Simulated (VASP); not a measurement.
# Ti12O in VASP: a series of runs

Runs on Ti12O. Level: PBE. Tasks: single point.

All numbers are computed with VASP 6.6.1; they aren't measurements. Logs are shortened: lines on timing, memory, paths and dates and some standing lists are left out, and cuts for length are marked.

### Step 1. The cell of the first run

The cell holds a slab with vacuum, 13 atoms: a = 5.815 Å, b = 5.815 Å, c = 19.306 Å, α = 90.00°, β = 90.00°, γ = 90.00°.

### Step 2. Single point, PBE

The input, INCAR:

```
  PREC = Accurate
  ENCUT = 520
  EDIFF = 1E-6
  ISMEAR = 0
  SIGMA = 0.1
  LREAL = F
  LASPH = T
  NELM = 100
  ALGO = Normal
  ISIF = 2
  LWAVE = F
  LCHARG = F
  LDIPOL = T
  IDIPOL = 3
  DIPOL = 0.5 0.5 0.320
  GGA = PE
  NBANDS = 87
```

The input, KPOINTS:

```
Automatic mesh
0
Gamma
  5 5 1
```

The input, POSCAR:

```
Ti12O
1.0
    5.8150893847      0.0000000000      0.0000000000
    0.0000000000      5.8150893847      0.0000000000
    0.0000000000      0.0000000000     19.3059825436
Ti O
12 1
Direct
    0.2500000000      0.2500000000      0.2071896621
    0.2500000000      0.7500000000      0.2071896621
    0.7500000000      0.2500000000      0.2071896621
    0.7500000000      0.7500000000      0.2071896621
    0.0000000000      0.0000000000      0.3057583574
    0.0000000000      0.5000000000      0.3057583574
    0.5000000000      0.0000000000      0.3057583574
    0.5000000000      0.5000000000      0.3057583574
    0.2500000000      0.2500000000      0.4043297214
    0.2500000000      0.7500000000      0.4043297214
    0.7500000000      0.2500000000      0.4043297214
    0.7500000000      0.7500000000      0.4043297214
    0.2500000000      0.3333333333      0.4888247637
```

Potentials or basis: VASP PAW PBE potentials, release 64 (Ti_sv, O).

Launch:

```bash
cat potpaw_PBE.64/Ti_sv/POTCAR potpaw_PBE.64/O/POTCAR > POTCAR
mpirun -np 1 vasp_std > vasp.out
```

OUTCAR:

```text
PREC = Accurate
   ENCUT = 520
   EDIFF = 1E-6
   ISMEAR = 0
   LREAL = F
   LASPH = T
   NELM = 100
   ISIF = 2
   GGA = PE

 ion  position               nearest neighbor table
   1  0.250  0.250  0.207-   5 2.80   6 2.80   7 2.80   8 2.80   2 2.91   3 2.91   2 2.91   3 2.91

   2  0.250  0.750  0.207-   5 2.80   6 2.80   7 2.80   8 2.80   1 2.91   4 2.91   1 2.91   4 2.91

   3  0.750  0.250  0.207-   5 2.80   6 2.80   7 2.80   8 2.80   1 2.91   4 2.91   4 2.91   1 2.91
[... 15 lines left out ...]
  11  0.750  0.250  0.404-   5 2.80   6 2.80   7 2.80   8 2.80   9 2.91  12 2.91  12 2.91   9 2.91

  12  0.750  0.750  0.404-   5 2.80   6 2.80   7 2.80   8 2.80  10 2.91  11 2.91  11 2.91  10 2.91

  13  0.250  0.333  0.489-   9 1.70

  LATTYP: Found a simple tetragonal cell.
 ALAT       =     5.8150893847
 C/A-ratio  =     3.3199803591

  Lattice vectors:

 A1 = (   5.8150893847,   0.0000000000,   0.0000000000)
 A2 = (   0.0000000000,   5.8150893847,   0.0000000000)
 A3 = (   0.0000000000,   0.0000000000,  19.3059825436)

Analysis of symmetry for initial positions (statically):
=====================================================================
 Subroutine PRICEL returns:
 Original cell was already a primitive cell.

 Routine SETGRP: Setting up the symmetry group for a
 simple tetragonal supercell.

 Subroutine GETGRP returns: Found  2 space group operations
 (whereof  1 operations were pure point group operations)
 out of a pool of 16 trial point group operations.

The static configuration has the point symmetry C_1 .
 The point group associated with its full space group is C_1h.

Analysis of symmetry for dynamics (positions and initial velocities):
=====================================================================
 Subroutine PRICEL returns:
 Original cell was already a primitive cell.

 Routine SETGRP: Setting up the symmetry group for a
 simple tetragonal supercell.

 Subroutine GETGRP returns: Found  2 space group operations
 (whereof  1 operations were pure point group operations)
 out of a pool of 16 trial point group operations.

The dynamic configuration has the point symmetry C_1 .
 The point group associated with its full space group is C_1h.

 Subroutine INISYM returns: Found  2 space group operations
 (whereof  1 operations are pure point group operations),
 and found     1 'primitive' translations

----------------------------------------------------------------------------------------

                                     Primitive cell

  volume of cell :     652.8369

  direct lattice vectors                    reciprocal lattice vectors
     5.815089385  0.000000000  0.000000000     0.171966402  0.000000000  0.000000000
     0.000000000  5.815089385  0.000000000     0.000000000  0.171966402  0.000000000
     0.000000000  0.000000000 19.305982544     0.000000000  0.000000000  0.051797416

  length of vectors
     5.815089385  5.815089385 19.305982544     0.171966402  0.171966402  0.051797416

  position of ions in fractional coordinates (direct lattice)
     0.250000000  0.250000000  0.207189662
     0.250000000  0.750000000  0.207189662
     0.750000000  0.250000000  0.207189662
     0.750000000  0.750000000  0.207189662
     0.000000000  0.000000000  0.305758357
     0.000000000  0.500000000  0.305758357
     0.500000000  0.000000000  0.305758357
     0.500000000  0.500000000  0.305758357
     0.250000000  0.250000000  0.404329721
     0.250000000  0.750000000  0.404329721
     0.750000000  0.250000000  0.404329721
     0.750000000  0.750000000  0.404329721
     0.250000000  0.333333333  0.488824764

  ion indices of the primitive-cell ions
   primitive index   ion index
                 1           1
                 2           2
                 3           3
                 4           4
                 5           5
                 6           6
                 7           7
                 8           8
                 9           9
                10          10
                11          11
                12          12
                13          13

----------------------------------------------------------------------------------------

 KPOINTS: Automatic mesh

Automatic generation of k-mesh.
 Grid dimensions read from file:
 generate k-points for:    5    5    1

 Generating k-lattice:

  Cartesian coordinates                     Fractional coordinates (reciprocal lattice)
     0.034393280  0.000000000  0.000000000     0.200000000  0.000000000  0.000000000
     0.000000000  0.034393280  0.000000000     0.000000000  0.200000000  0.000000000
     0.000000000  0.000000000  0.051797416     0.000000000  0.000000000  1.000000000

  Length of vectors
     0.034393280  0.034393280  0.051797416

  Shift w.r.t. Gamma in fractional coordinates (k-lattice)
     0.000000000  0.000000000  0.000000000

 Subroutine IBZKPT returns following result:
 ===========================================

 Found      9 irreducible k-points:

 Following reciprocal coordinates:
            Coordinates               Weight
  0.000000  0.000000  0.000000      1.000000
  0.200000  0.000000  0.000000      2.000000
  0.000000  0.200000  0.000000      2.000000
  0.400000  0.000000  0.000000      2.000000
  0.000000  0.400000  0.000000      2.000000
  0.200000  0.200000  0.000000      4.000000
  0.400000  0.200000  0.000000      4.000000
 -0.200000  0.400000  0.000000      4.000000
  0.400000  0.400000  0.000000      4.000000
   k-points           NKPTS =      9   k-points in BZ     NKDIM =      9   number of bands    NBANDS=     87
   number of dos      NEDOS =    301   number of ions     NIONS =     13
   total plane-waves  NPLWV = 331776
   dimension x,y,z NGX =    48 NGY =   48 NGZ =  144
   dimension x,y,z NGXF=    96 NGYF=   96 NGZF=  288
   ions per type =              12   1
   NGX,Y,Z   is equivalent  to a cutoff of  13.72, 13.72, 12.40 a.u.
   NGXF,Y,Z  is equivalent  to a cutoff of  27.45, 27.45, 24.80 a.u.
 SYSTEM =  unknown system
   PREC   = accura    normal or accurate (medium, high low for compatibility)
   ISTART =      0    job   : 0-new  1-cont  2-samecut
   ICHARG =      2    charge: 1-file 2-atom 10-const
   ISPIN  =      1    spin polarized calculation?
   LNONCOLLINEAR =      F non collinear calculations
   LSORBIT =      F    spin-orbit coupling
   LASPH  =      T    aspherical Exc in radial PAW
   ENCUT  =  520.0 eV  38.22 Ry    6.18 a.u.  10.81 10.81 35.90*2*pi/ulx,y,z
   NELM   =    100;   NELMIN=  2; NELMDL= -5     # of ELM steps
   EDIFF  = 0.1E-05   stopping-criterion for ELM
   LREAL  =      F    real-space projection
   EDIFFG = 0.1E-04   stopping-criterion for IOM
   NSW    =      0    number of steps for IOM
   IBRION =     -1    ionic relax: 0-MD 1-quasi-New 2-CG
   NFREE  =      0    steps in history (QN), initial steepest desc. (CG)
   ISIF   =      2    stress and relaxation
   ISYM   =      2    0-nonsym 1-usesym 2-fastsym
   POTIM  = 0.5000    time-step for ionic-motion
   TEBEG  =    0.0;   TEEND  =   0.0 temperature during run
   PSTRESS=    0.0 pullay stress
   NELECT =     150.0000    total number of electrons
   NUPDOWN=      -1.0000    fix difference up-down
   EMIN   =  10.00;   EMAX   =-10.00  energy-range for DOS
   EFERMI =   0.00;   METHOD = LEGACY
   ISMEAR =     0;   SIGMA  =   0.10  broadening in eV -4-tet -1-fermi 0-gaus
   EFERMI_NEDOS =   21; number of points for ismear=-14 and -15
   IALGO  =     38    algorithm
   IMIX   =      4    mixing-type and parameters
     AMIX     =   0.40;   BMIX     =  1.00
     AMIX_MAG =   1.60;   BMIX_MAG =  1.00
  volume/ion in A,a.u.               =      50.22       338.89
  Fermi-wavevector in a.u.,A,eV,Ry     =   1.002698  1.894825 13.679355  1.005404
  Thomas-Fermi vector in A             =   2.135203
   LORBIT       =      0    0 simple, 1 ext, 2 COOP (PROOUT), +10 PAW based schemes
   GGA     = PE    functional components
   LHFCALC =     F    Hartree Fock is set to
   AEXX    =    0.0000 exact exchange contribution
   IVDW    =     0    specifies the selected vdW correction
   LEPSILON=     F    determine dielectric tensor
   LRPA    =     F    only Hartree local field effects (RPA)
 non-spin polarized calculation
 Gauss-broadening in eV      SIGMA  =   0.10
  energy-cutoff  :      520.00
  volume of cell :      652.84
 maximum number of plane-waves:     17596
 NGX is ok and might be reduce to    48
   NGX = 21   NGY = 21   NGZ = 71

 dipolmoment           0.000000      0.000000     -0.713422 electrons x Angstroem

 number of electron     150.0000049 magnetization

 dipolmoment           0.000000      0.000000      0.143063 electrons x Angstroem

 Free energy of the ion-electron system (eV)
  ---------------------------------------------------
  ext. energy  EPLUGINS =         0.00000000
  ---------------------------------------------------
  free energy    TOTEN  =       -94.90087413 eV

  energy without entropy =      -94.74943766  energy(sigma->0) =      -94.82515590

 E-fermi :   0.0106     XC(G=0):  -4.7485

 val. band max:        0.0096670611   @ k =   0.0000   0.2000   0.0000
 cond. band min:       0.0154046656   @ k =   0.0000   0.0000   0.0000
 fundamental gap:      0.0057376045
 Fermi energy:         0.0106193907

 k-point     1 :       0.0000    0.0000    0.0000
  band No.  band energies     occupation
      1     -56.9086      2.00000
      2     -56.8865      2.00000
      3     -56.8247      2.00000
      4     -56.7849      2.00000
      5     -56.7294      2.00000
      6     -56.7247      2.00000
[... 799 lines left out ...]
     86       0.8856      0.00000
     87       0.9813      0.00000

------------------------ aborting loop because EDIFF is reached ----------------------------------------

 vacuum level on the upper side and lower side of the slab       (xc-potential included)         0.216        -0.531

  FORCE on cell =-STRESS in cart. coord.  units (eV):
  Direction    XX          YY          ZZ          XY          YZ          ZX
  --------------------------------------------------------------------------------------
  -------------------------------------------------------------------------------------
  Total       -2.9655869     -3.3602940      1.9232675      0.0000000      0.6296819      0.0000000
  in kB       -7.2780752     -8.2467563      4.7200388      0.0000000      1.5453508      0.0000000
  external PRESSURE =      -3.6015976 kB  Pullay stress =       0.0000000 kB

 VOLUME and BASIS-vectors are now :
 -----------------------------------------------------------------------------
  energy-cutoff  :      520.00
  volume of cell :      652.84
      direct lattice vectors                 reciprocal lattice vectors
     5.815089385  0.000000000  0.000000000     0.171966402  0.000000000  0.000000000
     0.000000000  5.815089385  0.000000000     0.000000000  0.171966402  0.000000000
     0.000000000  0.000000000 19.305982544     0.000000000  0.000000000  0.051797416

 POSITION                                       TOTAL-FORCE (eV/Angst)
 -----------------------------------------------------------------------------------
      1.45377      1.45377      4.00000         0.000000      0.013339     -0.078652
      1.45377      4.36132      4.00000         0.000000      0.025794      0.026012
      4.36132      1.45377      4.00000         0.000000     -0.016846      0.043409
      4.36132      4.36132      4.00000         0.000000      0.022002      0.199969
      0.00000      0.00000      5.90297        -0.115339     -0.121084     -0.299680
      0.00000      2.90754      5.90297        -0.125619      0.100296     -0.341309
      2.90754      0.00000      5.90297         0.115339     -0.121084     -0.299680
      2.90754      2.90754      5.90297         0.125619      0.100296     -0.341309
      1.45377      1.45377      7.80598         0.000000      0.114925      0.658280
      1.45377      4.36132      7.80598         0.000000     -0.670165      0.409097
      4.36132      1.45377      7.80598         0.000000     -0.057879      0.150004
      4.36132      4.36132      7.80598         0.000000      0.169121     -0.313597
      1.45377      1.93836      9.43724         0.000000      0.441283      0.187456
 -----------------------------------------------------------------------------------
    total drift:                                0.000000      0.000031     -0.000104

  FREE ENERGIE OF THE ION-ELECTRON SYSTEM (eV)
  ---------------------------------------------------
  free  energy   TOTEN  =       -94.9008741339 eV

  energy  without entropy=      -94.7494376592  energy(sigma->0) =      -94.82515590

 vacuum level on the upper side and lower side of the slab         4.472         3.682
```

Wall time 19 min (1 thread of Intel Xeon 6975P-C (Granite Rapids), shared host); peak memory 0.84 GiB.

Results:

```
Free energy            : -94.9009 eV
Largest force          : 0.785 eV/Å
Band gap on the k mesh : zero (bands 75 and 76 overlap by 0.25 eV)
```

Forces on the atoms (eV/Å):
```
Ti   0.000  0.013 -0.079
Ti   0.000  0.026  0.026
Ti   0.000 -0.017  0.043
Ti   0.000  0.022  0.200
Ti  -0.115 -0.121 -0.300
Ti  -0.126  0.100 -0.341
Ti   0.115 -0.121 -0.300
Ti   0.126  0.100 -0.341
Ti   0.000  0.115  0.658
Ti   0.000 -0.670  0.409
Ti   0.000 -0.058  0.150
Ti   0.000  0.169 -0.314
O    0.000  0.441  0.187
```

Levels at points of the mesh, in eV from the Fermi level:
| k point | band 70 | band 71 | band 72 | band 73 | band 74 | band 75 | band 76 | band 77 | band 78 | band 79 |
| --- | --- | --- | --- | --- | --- | --- | --- | --- | --- | --- |
| (0.00, 0.00, 0.00) | -0.24 | -0.15 | -0.14 | -0.01 | 0.00 | 0.10 | 0.32 | 0.34 | 0.58 | 0.76 |

### Step 3. Single point, PBE

The input, INCAR:

```
PREC = Accurate
ENCUT = 520
EDIFF = 1E-6
ISMEAR = 0
SIGMA = 0.1
LREAL = False
LASPH = True
NELM = 80
ALGO = Normal
ISIF = 2
LWAVE = False
LCHARG = True
LDIPOL = True
IDIPOL = 3
DIPOL = 0.5 0.5 0.318
GGA = PE
LELF = True
LVHAR = True
LVACPOTAV = True
NBANDS = 87
```

KPOINTS is that of step 2.

Edit POSCAR of step 2 so:

```diff
@@ -20,2 +20,2 @@
     0.7500000000      0.7500000000      0.4043297214
-    0.2500000000      0.3333333333      0.4888247637
+    0.3333333333      0.5000000000      0.4599032254
```

Potentials or basis: VASP PAW PBE potentials, release 64 (Ti_sv, O).

Launch:

```bash
cat potpaw_PBE.64/Ti_sv/POTCAR potpaw_PBE.64/O/POTCAR > POTCAR
mpirun -np 1 vasp_std > vasp.out
```

Run time: 42 min. Hardware: 1 thread of Intel Xeon Platinum 8259CL at 2.50GHz (Skylake/Cascade Lake), shared host; peak memory 0.86 GiB.

The run converged. Its results:

```yaml
Free_energy: -96.1033 eV
Largest_force: 0.909 eV/Å
Band_gap_on_the_k_mesh: zero (bands 75 and 76 overlap by 0.17 eV)
```

Forces on the atoms (eV/Å):
```
Ti   0.050  0.027  0.009
Ti   0.050 -0.027  0.009
Ti  -0.029  0.043  0.133
Ti  -0.029 -0.043  0.133
Ti  -0.262  0.000 -0.459
Ti  -0.182  0.000 -0.178
Ti   0.210  0.000 -0.327
Ti   0.106  0.000 -0.709
Ti  -0.329  0.457  0.713
Ti  -0.329 -0.457  0.713
Ti   0.038 -0.588 -0.074
Ti   0.038  0.588 -0.074
O    0.668  0.000  0.109
```

Levels at points of the mesh, in eV from the Fermi level:
```tsv
k point	band 72	band 73	band 74	band 75	band 76	band 77
(0.00, 0.00, 0.00)	-0.14	-0.06	0.00	0.02	0.32	0.40
```
